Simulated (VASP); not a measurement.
Write the native input for VASP 6.6.1 that does the following.

```yaml
Task: single point
Functional: RPBE
Dispersion: D3(BJ)
Potentials_or_basis: VASP PAW PBE potentials, release 64 (Mg)
Cutoff: 520 eV
k_mesh: 10 × 10 × 10
Occupations: gaussian, width 0.15 eV
Spin: no spin polarisation
Dipole_correction: no
Further_INCAR_settings: ALGO = Normal; EDIFF = 1e-06; NBANDS = 7
```

The structure of Mg lies in POSCAR:

```
Mg
1.0
    0.0000000000      2.2591190557      2.2591190557
    2.2591190557      0.0000000000      2.2591190557
    2.2591190557      2.2591190557      0.0000000000
Mg
1
Direct
    0.0000000000      0.0000000000      0.0000000000
```

This cell differs from its parent crystal: volume scaled by 1.02.

One way to write it, as run:

INCAR

```
PREC = Accurate ; ENCUT = 520
EDIFF = 1E-6 ; ISMEAR = 0
SIGMA = 0.15 ; LREAL = F
LASPH = T ; NELM = 100
ALGO = Normal ; ISIF = 2
LWAVE = F ; LCHARG = F
GGA = RP ; IVDW = 12
NBANDS = 7
```

KPOINTS

```
Automatic mesh
0
Gamma
  10 10 10
```

Potentials or basis: VASP PAW PBE potentials, release 64 (Mg).

The run is started by

```console
$ cat potpaw_PBE.64/Mg/POTCAR > POTCAR
$ mpirun -np 1 vasp_std > vasp.out
```

Results of the run:

```yaml
Pressure: -12.8 GPa
Band_gap_on_the_k_mesh: zero (band 1 reaches 3.54 eV, above the bottom of band 2 at 1.45 eV)
Dispersion_energy_per_atom: -1.266 eV
```

Caveat: the PAW data sets were made with another functional, which shifts forces and pressure a little; pairwise dispersion overbinds metals, which lowers pressure and volume.

Run time: 14 s on 1 thread of AMD EPYC 7R13, on a shared host, peak memory 0.12 GiB.
